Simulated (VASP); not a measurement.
Crystal: Hf4O3.

```
Hf O
1.0
    -0.05250    0.08355    4.85735
     4.95010   -0.06266   -0.05457
    -0.06266    5.03339    0.08685
Hf O
4 3
Direct
  0.75546 0.76897 0.75381
  0.74202 0.23548 0.25865
  0.24670 0.73462 0.23647
  0.25400 0.24678 0.76165
  0.49718 0.50671 0.97808
  0.50746 0.00637 0.51374
  0.49718 0.50106 0.49761
```

| Quantity | Value |
| --- | --- |
| Program | VASP 6.6.1 |
| Task | relaxation of cell and atoms |
| Functional | PBE |
| Potentials or basis | VASP PAW PBE potentials, release 64 (Hf_pv, O) |
| Cutoff | 600 eV |
| k mesh | 4 × 4 × 4 |
| Occupations | gaussian, width 0.2 eV |
| Spin | no spin polarisation |

At the start: pressure -5.0 GPa; volume 17.28 Å³/atom.

Problem. How do energy, volume and symmetry change on relaxing?

Solution. Over 16 steps the energy falls by 69.6 meV/atom and the volume is 16.70 Å³/atom (-3.3 %); space group P1 (No. 1, to 0.1 Å) before, P-42m (No. 111, to 0.1 Å).

The path:
| step | energy change (eV) | largest force (eV/Å) | pressure (GPa) | volume (Å³) |
| --- | --- | --- | --- | --- |
| 1 | 0.0000 | 1.5877 | -5.01 | 120.96 |
| 2 | -0.1881 | 1.7744 | 9.68 | 111.68 |
| 3 | -0.3180 | 1.0035 | 3.15 | 115.03 |
| 4 | -0.4341 | 0.7178 | -0.63 | 117.37 |
| 5 | -0.4395 | 0.6378 | -0.11 | 116.96 |
| 6 | -0.4717 | 0.2627 | -0.57 | 117.19 |
| 7 | -0.4720 | 0.2525 | -0.54 | 117.17 |
| 8 | -0.4796 | 0.2037 | 0.71 | 116.37 |
| 9 | -0.4796 | 0.2196 | 0.87 | 116.28 |
| 10 | -0.4849 | 0.1064 | 0.27 | 116.64 |
| 11 | -0.4855 | 0.1363 | -0.02 | 116.82 |
| 12 | -0.4864 | 0.0805 | -0.06 | 116.86 |
| 13 | -0.4867 | 0.0662 | -0.09 | 116.90 |
| 14 | -0.4871 | 0.0309 | 0.08 | 116.80 |
| 15 | -0.4871 | 0.0318 | 0.12 | 116.78 |
| 16 | -0.4872 | 0.0149 | -0.09 | 116.91 |

Final structure:
```
CELL_PARAMETERS angstrom
0.00203 -0.00045 4.76893
4.95117 0.00085 0.00230
0.00068 4.95118 0.00008
ATOMIC_POSITIONS crystal
Hf 0.74326 0.75366 0.75384
Hf 0.74277 0.24591 0.24591
Hf 0.25717 0.75414 0.24616
Hf 0.25702 0.24613 0.75409
O 0.49985 0.50019 0.99983
O 0.49984 0.99993 0.50025
O 0.50010 0.50004 0.49992
```
